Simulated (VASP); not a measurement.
A run of VASP 6.6.1 is set up as follows.

File INCAR:

```
PREC = Accurate
ENCUT = 520
EDIFF = 1E-7
ISMEAR = 0
SIGMA = 0.01
LREAL = False
LASPH = True
NELM = 60
ALGO = Normal
ISIF = 2
LWAVE = False
LCHARG = True
GGA = PE
LELF = True
LVHAR = True
NBANDS = 20
```

File KPOINTS:

```
regular mesh
0
Gamma
  6 6 3
```

File POSCAR:

```
SnSe2
1.0
    3.8734865158      0.0000000000      0.0000000000
   -1.9367432579      3.3545377200      0.0000000000
    0.0000000000      0.0000000000      6.2366080454
Sn Se
1 2
Direct
    0.0000000000      0.0000000000      0.0000000000
    0.3333333333      0.6666666667      0.2490000000
    0.6666666667      0.3333333333      0.7510000000
```

Potentials or basis: VASP PAW PBE potentials, release 64 (Sn_d, Se).

Command:

```console
$ cat potpaw_PBE.64/Sn_d/POTCAR potpaw_PBE.64/Se/POTCAR > POTCAR
$ mpirun -np 1 vasp_std > vasp.out
```

(1) Predict the pressure.

(2) What does it give for the band gap on the k mesh?

(3) What does it give for the largest force?

## Answers

(1) 2.0 GPa.

(2) 0.72 eV, indirect (least direct gap 0.89 eV).

(3) 0.316 eV/Å.

Caveat: spin-orbit coupling is left out, which moves the levels of the heavy elements; this functional lacks dispersion, which binds the layers, so the pressure and a relaxed spacing across them are unreliable.
